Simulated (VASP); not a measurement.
# Al9H in VASP: further runs

Runs on Al9H. Level: LDA. Tasks: single point.

Program: VASP 6.6.1. These are calculated values, not measurements. Logs are shortened: lines on timing, memory, paths and dates and some standing lists are left out, and cuts for length are marked.

### 1 The cell of the first run

The cell holds a slab with vacuum, 20 atoms: a = 5.728 Å, b = 8.591 Å, c = 17.677 Å, α = 90.00°, β = 90.00°, γ = 60.00°.

### 2 Single point, LDA

INCAR reads:

```
SYSTEM = Al9H
PREC     = Accurate       ! precision mode
ENCUT    = 400            ! plane-wave cutoff, eV
EDIFF    = 1E-6           ! SCF threshold, eV
ISMEAR   = -1             ! smearing method
SIGMA    = 0.1            ! smearing width, eV
LREAL    = .FALSE.        ! projectors in reciprocal space
LASPH    = .TRUE.         ! aspherical terms in the spheres
NELM     = 120            ! most SCF steps
ALGO     = Normal         ! electronic algorithm
ISIF     = 2              ! what is computed and relaxed
LWAVE    = .FALSE.        ! write WAVECAR
LCHARG   = .FALSE.        ! write CHGCAR
NBANDS   = 44             ! bands
GGA_COMPAT= .FALSE.      
NELMDL   = -8
```

KPOINTS reads:

```
regular mesh
0
G
  3 2 1
  0 0 0
```

POSCAR reads:

```
Al9H
1.0
    5.7275650000      0.0000000000      0.0000000000
    4.2956740000      7.4403250000      0.0000000000
    0.0000000000      0.0000000000     17.6765370000
Al H
18 2
Direct
    0.1666684695      0.1111107378      0.0565721668
    0.6666715249      0.1111107378      0.0565721668
    0.1666708227      0.4444429511      0.0565721668
    0.6666738781      0.4444429511      0.0565721668
    0.1666731759      0.7777751644      0.0565721668
    0.6666762313      0.7777751644      0.0565721668
   -0.1670030535      0.2219257895      0.1885041171
    0.3342801360      0.2215225813      0.1886229186
   -0.1663905381      0.5557015319      0.1880006248
    0.3326574569      0.5559972179      0.1886285758
   -0.1672019285      0.8887918202      0.1879723387
    0.3334685396      0.8889262230      0.1879723387
   -0.0002370527      0.0000134403      0.3198250879
    0.4989848128      0.0004032082      0.3187275879
   -0.0005774266      0.3338026229      0.3196949719
    0.5002727019      0.3332784522      0.3195026266
    0.0000070715      0.6660327338      0.3184956420
    0.5006402556      0.6667988294      0.3193725106
    0.9250582975      0.8225178336      0.4371953624
    0.8398968115      0.7725065773      0.4322396406
```

Potentials or basis: VASP PAW LDA potentials, release 64 (Al, H).

Started as:

```bash
cat potpaw_LDA.64/Al/POTCAR potpaw_LDA.64/H/POTCAR > POTCAR
mpirun -np 1 vasp_std > vasp.out
```

OUTCAR:

```text
SYSTEM = Al9H
   PREC = Accurate
   ENCUT = 400
   EDIFF = 1E-6
   ISMEAR = -1
   LREAL = .FALSE.
   LASPH = .TRUE.
   NELM = 120
   ISIF = 2
   NELMDL = -8

 ion  position               nearest neighbor table
   1  0.167  0.111  0.057-  12 2.85   7 2.86   8 2.86   4 2.86   2 2.86   3 2.86   5 2.86   2 2.86
                             6 2.86
   2  0.667  0.111  0.057-  11 2.85   7 2.86   8 2.86   1 2.86   3 2.86   4 2.86   6 2.86   5 2.86
                             1 2.86
   3  0.167  0.444  0.057-   9 2.85  10 2.86   8 2.86   6 2.86   4 2.86   2 2.86   5 2.86   1 2.86
                             4 2.86
   4  0.667  0.444  0.057-   9 2.85   7 2.86  10 2.86   1 2.86   3 2.86   5 2.86   6 2.86   2 2.86
                             3 2.86
   5  0.167  0.778  0.057-  12 2.85  11 2.85  10 2.86   6 2.86   4 2.86   3 2.86   1 2.86   2 2.86
                             6 2.86
   6  0.667  0.778  0.057-  11 2.85  12 2.85   9 2.85   3 2.86   5 2.86   4 2.86   2 2.86   5 2.86
                             1 2.86
   7  0.833  0.222  0.189-  16 2.84  13 2.85  15 2.85   2 2.86   8 2.86   1 2.86   4 2.86  11 2.86
                            12 2.86  10 2.87   9 2.87   8 2.87
   8  0.334  0.222  0.189-  14 2.83  16 2.84  15 2.85  11 2.86   2 2.86   7 2.86  12 2.86   1 2.86
                             3 2.86  10 2.87   9 2.87   7 2.87
   9  0.834  0.556  0.188-  17 2.83  18 2.85   3 2.85   6 2.85   4 2.85  15 2.85  11 2.86  10 2.86
[... 4 lines left out ...]
                             9 2.86  10 2.86   7 2.86  12 2.87
  12  0.333  0.889  0.188-  14 2.84  18 2.85   6 2.85   1 2.85   5 2.85  13 2.86  11 2.86   8 2.86
                            10 2.86   7 2.86   9 2.86  11 2.87
  13  1.000  0.000  0.320-   7 2.85  12 2.86  11 2.86  14 2.86  16 2.86  18 2.87  14 2.87  15 2.87
                            17 2.87
  14  0.499  0.000  0.319-   8 2.83  12 2.84  11 2.84  13 2.86  18 2.86  15 2.86  16 2.86  13 2.87
                            17 2.87
  15  0.999  0.334  0.320-   7 2.85   8 2.85   9 2.85  17 2.86  18 2.86  16 2.86  14 2.86  16 2.87
                            13 2.87
  16  0.500  0.333  0.320-   7 2.84   8 2.84  10 2.85  15 2.86  13 2.86  17 2.86  14 2.86  15 2.87
                            18 2.87
  17  0.000  0.666  0.318-  10 2.83   9 2.83  11 2.84  15 2.86  18 2.86  16 2.86  13 2.87  18 2.87
                            14 2.87
  18  0.501  0.667  0.319-  10 2.84   9 2.85  12 2.85  17 2.86  15 2.86  14 2.86  13 2.87  16 2.87
                            17 2.87
  19  0.925  0.823  0.437-  20 0.80
  20  0.840  0.773  0.432-  19 0.80

  LATTYP: Found a simple monoclinic cell.
 ALAT       =     5.7275650000
 B/A-ratio  =     3.0862219809
 C/A-ratio  =     1.3228756151
 COS(beta)  =    -0.1889822093

  Lattice vectors:

 A1 = (   5.7275650000,   0.0000000000,   0.0000000000)
 A2 = (   0.0000000000,   0.0000000000, -17.6765370000)
 A3 = (  -1.4318910000,   7.4403250000,   0.0000000000)

Analysis of symmetry for initial positions (statically):
=====================================================================
 Subroutine PRICEL returns:
 Original cell was already a primitive cell.

 Routine SETGRP: Setting up the symmetry group for a
 simple monoclinic supercell.

 Subroutine GETGRP returns: Found  1 space group operations
 (whereof  1 operations were pure point group operations)
 out of a pool of  4 trial point group operations.

The static configuration has the point symmetry C_1 .

Analysis of symmetry for dynamics (positions and initial velocities):
=====================================================================
 Subroutine PRICEL returns:
 Original cell was already a primitive cell.

 Routine SETGRP: Setting up the symmetry group for a
 simple monoclinic supercell.

 Subroutine GETGRP returns: Found  1 space group operations
 (whereof  1 operations were pure point group operations)
 out of a pool of  4 trial point group operations.

The dynamic configuration has the point symmetry C_1 .

 Subroutine INISYM returns: Found  1 space group operations
 (whereof  1 operations are pure point group operations),
 and found     1 'primitive' translations

----------------------------------------------------------------------------------------

                                     Primitive cell

  volume of cell :     753.2847

  direct lattice vectors                    reciprocal lattice vectors
     5.727565000  0.000000000  0.000000000     0.174594265 -0.100802054  0.000000000
     4.295674000  7.440325000  0.000000000     0.000000000  0.134402731  0.000000000
     0.000000000  0.000000000 17.676537000     0.000000000  0.000000000  0.056572167

  length of vectors
     5.727565000  8.591347462 17.676537000     0.201604096  0.134402731  0.056572167
[... 60 lines left out ...]

  Length of vectors
     0.067201365  0.067201366  0.056572167

  Shift w.r.t. Gamma in fractional coordinates (k-lattice)
     0.000000000  0.000000000  0.000000000

 -----------------------------------------------------------------------------
|                                                                             |
|           W    W    AA    RRRRR   N    N  II  N    N   GGGG   !!!           |
|           W    W   A  A   R    R  NN   N  II  NN   N  G    G  !!!           |
|           W    W  A    A  R    R  N N  N  II  N N  N  G       !!!           |
|           W WW W  AAAAAA  RRRRR   N  N N  II  N  N N  G  GGG   !            |
|           WW  WW  A    A  R   R   N   NN  II  N   NN  G    G                |
|           W    W  A    A  R    R  N    N  II  N    N   GGGG   !!!           |
|                                                                             |
|     Your reciprocal lattice and k-lattice belong to different lattice       |
|     classes:                                                                |
|                                                                             |
|        The reciprocal lattice is simple monoclinic,                         |
|        whereas your k-lattice is hexagonal.                                 |
|                                                                             |
|     Results are often still useful ...                                      |
|                                                                             |
 -----------------------------------------------------------------------------

 Subroutine IBZKPT returns following result:
 ===========================================

 Found      4 irreducible k-points:

 Following reciprocal coordinates:
            Coordinates               Weight
  0.000000  0.000000  0.000000      1.000000
  0.333333  0.000000  0.000000      2.000000
  0.000000  0.500000  0.000000      1.000000
  0.333333  0.500000  0.000000      2.000000
   k-points           NKPTS =      4   k-points in BZ     NKDIM =      4   number of bands    NBANDS=     44
   number of dos      NEDOS =    301   number of ions     NIONS =     20
   total plane-waves  NPLWV = 268800
   dimension x,y,z NGX =    40 NGY =   56 NGZ =  120
   dimension x,y,z NGXF=    80 NGYF=  112 NGZF=  240
   ions per type =              18   2
   NGX,Y,Z   is equivalent  to a cutoff of  11.61, 10.84, 11.29 a.u.
   NGXF,Y,Z  is equivalent  to a cutoff of  23.22, 21.67, 22.57 a.u.
 SYSTEM =  Al9H
   PREC   = accura    normal or accurate (medium, high low for compatibility)
   ISTART =      0    job   : 0-new  1-cont  2-samecut
   ICHARG =      2    charge: 1-file 2-atom 10-const
   ISPIN  =      1    spin polarized calculation?
   LNONCOLLINEAR =      F non collinear calculations
   LSORBIT =      F    spin-orbit coupling
   LASPH  =      T    aspherical Exc in radial PAW
   ENCUT  =  400.0 eV  29.40 Ry    5.42 a.u.   9.34 14.01 28.83*2*pi/ulx,y,z
   NELM   =    120;   NELMIN=  2; NELMDL= -8     # of ELM steps
   EDIFF  = 0.1E-05   stopping-criterion for ELM
   LREAL  =      F    real-space projection
   EDIFFG = 0.1E-04   stopping-criterion for IOM
   NSW    =      0    number of steps for IOM
   IBRION =     -1    ionic relax: 0-MD 1-quasi-New 2-CG
   NFREE  =      0    steps in history (QN), initial steepest desc. (CG)
   ISIF   =      2    stress and relaxation
   ISYM   =      2    0-nonsym 1-usesym 2-fastsym
   POTIM  = 0.5000    time-step for ionic-motion
   TEBEG  =    0.0;   TEEND  =   0.0 temperature during run
   PSTRESS=    0.0 pullay stress
   NELECT =      56.0000    total number of electrons
   NUPDOWN=      -1.0000    fix difference up-down
   EMIN   =  10.00;   EMAX   =-10.00  energy-range for DOS
   EFERMI =   0.00;   METHOD = LEGACY
   ISMEAR =    -1;   SIGMA  =   0.10  broadening in eV -4-tet -1-fermi 0-gaus
   EFERMI_NEDOS =   21; number of points for ismear=-14 and -15
   IALGO  =     38    algorithm
   IMIX   =      4    mixing-type and parameters
     AMIX     =   0.40;   BMIX     =  1.00
     AMIX_MAG =   1.60;   BMIX_MAG =  1.00
  volume/ion in A,a.u.               =      37.66       254.17
  Fermi-wavevector in a.u.,A,eV,Ry     =   0.688363  1.300818  6.447042  0.473844
  Thomas-Fermi vector in A             =   1.769142
   LORBIT       =      0    0 simple, 1 ext, 2 COOP (PROOUT), +10 PAW based schemes
   GGA     = CA    functional components
   LHFCALC =     F    Hartree Fock is set to
   AEXX    =    0.0000 exact exchange contribution
   IVDW    =     0    specifies the selected vdW correction
   LEPSILON=     F    determine dielectric tensor
   LRPA    =     F    only Hartree local field effects (RPA)
 non-spin polarized calculation
  energy-cutoff  :      400.00
  volume of cell :      753.28
 maximum number of plane-waves:     13698
 NGX is ok and might be reduce to    40
   NGX = 19   NGY = 27   NGZ = 57

 number of electron      56.0000001 magnetization

 Free energy of the ion-electron system (eV)
  ---------------------------------------------------
  ext. energy  EPLUGINS =         0.00000000
  ---------------------------------------------------
  free energy    TOTEN  =       -77.21114736 eV

  energy without entropy =      -76.77247157  energy(sigma->0) =      -76.99180947

 E-fermi :   0.4586     XC(G=0):  -5.2395

 val. band max:        0.3580818364   @ k =   0.3333   0.5000   0.0000
 cond. band min:       0.4800196297   @ k =   0.0000   0.5000   0.0000
 fundamental gap:      0.1219377932
 Fermi energy:         0.4586294182

 k-point     1 :       0.0000    0.0000    0.0000
  band No.  band energies     occupation
      1      -9.8296      2.00000
      2      -8.1997      2.00000
      3      -7.2915      2.00000
      4      -7.1845      2.00000
      5      -6.8708      2.00000
      6      -5.4584      2.00000
[... 161 lines left out ...]
     39       2.9871      0.00000
     40       3.0714      0.00000
 [bands above 40 left out]

------------------------ aborting loop because EDIFF is reached ----------------------------------------

  FORCE on cell =-STRESS in cart. coord.  units (eV):
  Direction    XX          YY          ZZ          XY          YZ          ZX
  --------------------------------------------------------------------------------------
  -------------------------------------------------------------------------------------
  Total      -13.7809126    -12.7088679      0.4486569     -0.2398553      0.0803457      0.0014745
  in kB      -29.3109195    -27.0307645      0.9542579     -0.5101534      0.1708890      0.0031361
  external PRESSURE =     -18.4624754 kB  Pullay stress =       0.0000000 kB

 VOLUME and BASIS-vectors are now :
 -----------------------------------------------------------------------------
  energy-cutoff  :      400.00
  volume of cell :      753.28
      direct lattice vectors                 reciprocal lattice vectors
     5.727565000  0.000000000  0.000000000     0.174594265 -0.100802054  0.000000000
     4.295674000  7.440325000  0.000000000     0.000000000  0.134402731  0.000000000
     0.000000000  0.000000000 17.676537000     0.000000000  0.000000000  0.056572167

 POSITION                                       TOTAL-FORCE (eV/Angst)
 -----------------------------------------------------------------------------------
      1.43190      0.82670      1.00000        -0.022099     -0.015096      0.056646
      4.29570      0.82670      1.00000         0.020944     -0.002407      0.047345
      2.86380      3.30680      1.00000         0.006345      0.011371      0.051164
      5.72760      3.30680      1.00000        -0.006562      0.022762      0.081909
      4.29570      5.78690      1.00000         0.008802      0.004886      0.041035
      7.15950      5.78690      1.00000        -0.005771     -0.019217      0.032784
[... 12 lines left out ...]
      8.83160      6.11980      7.72810        -0.175352     -0.153980      0.197044
      8.12900      5.74770      7.64050         0.170475      0.104124      0.353047
 -----------------------------------------------------------------------------------
    total drift:                               -0.000031      0.000032      0.000014

  FREE ENERGIE OF THE ION-ELECTRON SYSTEM (eV)
  ---------------------------------------------------
  free  energy   TOTEN  =       -77.2111473647 eV

  energy  without entropy=      -76.7724715747  energy(sigma->0) =      -76.99180947
```

Run time: 5.6 min. Hardware: 1 thread of Intel Xeon 8259CL, shared host; peak memory 0.44 GiB.

What came out:

- Free energy: -77.2111 eV
- Largest force: 0.406 eV/Å
- Band gap on the k mesh: zero (band 28 reaches 0.36 eV, above the bottom of band 29 at 0.35 eV)

Forces on the atoms (eV/Å):
```
Al  -0.022 -0.015  0.057
Al   0.021 -0.002  0.047
Al   0.006  0.011  0.051
Al  -0.007  0.023  0.082
Al   0.009  0.005  0.041
Al  -0.006 -0.019  0.033
Al  -0.006 -0.047 -0.029
Al   0.001  0.012 -0.026
Al   0.043 -0.054 -0.064
Al  -0.047 -0.036 -0.137
Al   0.010 -0.007 -0.070
Al  -0.017  0.044 -0.070
Al   0.061  0.060 -0.106
Al  -0.065  0.077 -0.120
Al  -0.004 -0.003 -0.032
Al   0.000  0.019 -0.002
Al   0.032 -0.075 -0.226
Al  -0.005  0.058  0.021
H   -0.175 -0.154  0.197
H    0.170  0.104  0.353
```

Caveat: the k points lie up to 0.42 Å⁻¹ apart.

### 3 Single point, LDA

INCAR reads:

```
PREC = Accurate ; ENCUT = 400
EDIFF = 1E-6 ; ISMEAR = -1
SIGMA = 0.1 ; LREAL = False
LASPH = True ; NELM = 120
ALGO = Normal ; ISIF = 2
LWAVE = False ; LCHARG = False
GGA = CA ; NBANDS = 44
GGA_COMPAT = False ; NELMDL = -8
```

KPOINTS reads:

```
regular mesh
0
Gamma
  3 2 1
```

POSCAR reads:

```
Al9H
1.0
    5.7275650000      0.0000000000      0.0000000000
    4.2956740000      7.4403250000      0.0000000000
    0.0000000000      0.0000000000     17.6765370000
Al H
18 2
Direct
    0.1666684695      0.1111107378      0.0565721668
    0.6666715249      0.1111107378      0.0565721668
    0.1666708227      0.4444429511      0.0565721668
    0.6666738781      0.4444429511      0.0565721668
    0.1666731759      0.7777751644      0.0565721668
    0.6666762313      0.7777751644      0.0565721668
   -0.1661494668      0.2205548817      0.1863034598
    0.3329175249      0.2229203697      0.1860884855
   -0.1656881024      0.5532285216      0.1847646968
    0.3352935465      0.5540886991      0.1842838334
   -0.1665210109      0.8887918202      0.1838538850
    0.3316471633      0.8893294312      0.1846119520
   -0.0001553515      0.0004166485      0.3146374202
    0.4961554159      0.0021504437      0.3134437475
   -0.0019659358      0.3346762406      0.3158254357
    0.4995634689      0.3346896809      0.3161818404
    0.0030996132      0.6644467816      0.3108866856
    0.4974421815      0.6697825700      0.3149598816
    1.3638754248      0.7548326182      0.5408525437
    1.2736748998      0.7931105160      0.5765043232
```

Potentials or basis: VASP PAW LDA potentials, release 64 (Al, H).

Started as:

```bash
cat potpaw_LDA.64/Al/POTCAR potpaw_LDA.64/H/POTCAR > POTCAR
mpirun -np 1 vasp_std > vasp.out
```

Run time: 6.2 min. Hardware: 1 thread of Intel Xeon 8259CL, shared host; peak memory 0.44 GiB.

It converged, with:

| Quantity | Value |
| --- | --- |
| Free energy | -77.3498 eV |
| Largest force | 0.268 eV/Å |

Forces on the atoms (eV/Å):
```
Al   0.007  0.021 -0.054
Al  -0.010  0.028 -0.060
Al   0.000 -0.014 -0.084
Al  -0.001 -0.028 -0.068
Al   0.005 -0.011 -0.114
Al  -0.007 -0.009 -0.084
Al   0.002  0.043 -0.001
Al  -0.001 -0.005  0.010
Al  -0.024  0.038  0.061
Al   0.023 -0.001  0.108
Al  -0.032  0.004  0.113
Al   0.039 -0.024  0.078
Al  -0.044 -0.030  0.023
Al   0.054 -0.054  0.060
Al   0.005 -0.003 -0.032
Al  -0.005 -0.009 -0.068
Al  -0.025  0.087  0.186
Al   0.013 -0.033 -0.041
H   -0.119  0.096  0.185
H    0.119 -0.096 -0.220
```

Levels at points of the mesh, in eV from the Fermi level:
```csv
k point,band 25,band 26,band 27,band 28,band 29,band 30,band 31,band 32
"(0.00, 0.00, 0.00)",-0.37,-0.15,-0.13,-0.09,0.08,0.10,0.13,0.84
"(0.00, 0.50, 0.00)",-1.24,-0.15,-0.13,-0.10,-0.08,0.12,0.14,1.41
```

Caveat: the k points lie up to 0.42 Å⁻¹ apart.

(Continued in part 2 of 2.)
